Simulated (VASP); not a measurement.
Here is a VASP 6.6.1 calculation.

File INCAR:

```
PREC = Accurate
ENCUT = 520
EDIFF = 1E-7
ISMEAR = 0
SIGMA = 0.1
LREAL = Auto
LASPH = T
NELM = 100
ALGO = Normal
ISIF = 2
LWAVE = F
LCHARG = F
GGA = PE
NBANDS = 162
```

KPOINTS

```
Automatic mesh
0
Gamma
  3 3 3
```

File POSCAR:

```
PdAu25
1.0
    0.0000000000      6.2371699120     -6.2371699120
    6.2371699120      6.2371699120      0.0000000000
    6.2371699120      0.0000000000     -6.2371699120
Pd Au
1 25
Direct
    0.6666667028      0.1666666957      0.6666667028
    0.6666667028      0.6666667028      0.6666667028
    0.3443932152      1.0016441893      0.6652493132
    0.3158440491      0.3485104672      0.6538016532
    0.3443932152      0.6553799332      0.6652493132
    0.0174892622     -0.0151771559      0.6795316722
   -0.0110599039      0.3316891361      0.6680840123
   -0.0110599039      0.6779533923      0.6680840123
    0.6652493132      1.0016441893      0.3443932152
    0.6538016532      0.3485104672      0.3158440491
    0.6652493132      0.6553799332      0.3443932152
    0.3318944376      0.0014389539      0.3318944376
    0.3254295664      0.3347911841      0.3254295664
    0.3254295664      0.6810163199      0.3254295664
   -0.0190560786      0.0065970625      0.3523894701
   -0.0190560786      0.3267361686      0.3523894701
   -0.0036875699      0.6666666226      0.3370209614
    0.6795316722     -0.0151771559      0.0174892622
    0.6680840123      0.3316891361     -0.0110599039
    0.6680840123      0.6779533923     -0.0110599039
    0.3523894701      0.0065970625     -0.0190560786
    0.3523894701      0.3267361686     -0.0190560786
    0.3370209614      0.6666666226     -0.0036875699
    0.0079037449     -0.0014578727      0.0079037449
    0.0014389539      0.3318944376      0.0014389539
    0.0079037449      0.6523170055      0.0079037449
```

Potentials or basis: VASP PAW PBE potentials, release 64 (Pd, Au).

Command:

```sh
$ cat potpaw_PBE.64/Pd/POTCAR potpaw_PBE.64/Au/POTCAR > POTCAR
$ mpirun -np 1 vasp_std > vasp.out
```

Task: Predict the band gap on the k mesh.

Result: Zero (an odd number of electrons rules out a gap without spin polarisation).

Task: What does it give for the largest force?

Result: 0.012 eV/Å.

Forces in eV/Å, atoms in the order of the input:
```
Pd   0.000  0.000  0.000
Au   0.000  0.000  0.000
Au  -0.005 -0.002  0.004
Au  -0.004  0.004 -0.011
Au   0.002  0.005  0.004
Au   0.004 -0.004  0.011
Au   0.005  0.002 -0.004
Au  -0.002 -0.005 -0.004
Au  -0.002 -0.005  0.004
Au   0.004 -0.004 -0.011
Au   0.005  0.002  0.004
Au   0.000  0.000  0.004
Au   0.000  0.000  0.000
Au   0.000  0.000  0.000
Au   0.006 -0.002  0.000
Au   0.002 -0.006  0.000
Au   0.003 -0.003  0.000
Au  -0.004  0.004  0.011
Au   0.002  0.005 -0.004
Au  -0.005 -0.002 -0.004
Au  -0.002  0.006  0.000
Au  -0.006  0.002  0.000
Au  -0.003  0.003  0.000
Au   0.000  0.000  0.000
Au   0.000  0.000 -0.004
Au   0.000  0.000  0.000
```

Caveat: spin-orbit coupling is left out, which moves the levels of the heavy elements.
